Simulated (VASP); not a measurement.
Crystal: AlN.

```
Al N
1.0
     3.12223    0.00000    0.00000
    -1.56111    2.69048    0.00000
     0.00000    0.00000    4.97859
Al N
2 2
Cartesian
  0.0000 1.7929 -0.0175
  1.5611 0.8976 2.4718
  0.0000 1.7912 1.8844
  1.5611 0.8993 4.3737
```

This cell differs from its parent crystal: uniaxial x strain +0.5%.

Base run:

| Item | Value |
| --- | --- |
| Program | VASP 6.6.1 |
| Functional | r2SCAN |
| Potentials or basis | VASP PAW PBE potentials, release 64 (Al, N) |
| Cutoff | 520 eV |
| k mesh | 12 × 12 × 6 |
| Occupations | gaussian, width 0.01 eV |
| Spin | no spin polarisation |

Its results: band gap on the k mesh 4.86 eV; pressure -1.5 GPa.

Task: The run is repeated on the same cell with these changes: functional from r2SCAN to PBE; occupations from gaussian, width 0.01 eV to fermi-dirac, width 0.02 eV. What comes out?

Result: Band gap on the k mesh 4.19 eV; pressure 3.3 GPa.

Caveats: the PAW data sets were made with another functional, which shifts forces and pressure a little (at least some runs); the cell stands under pressure (at least some runs).

A k mesh can miss the band edges.
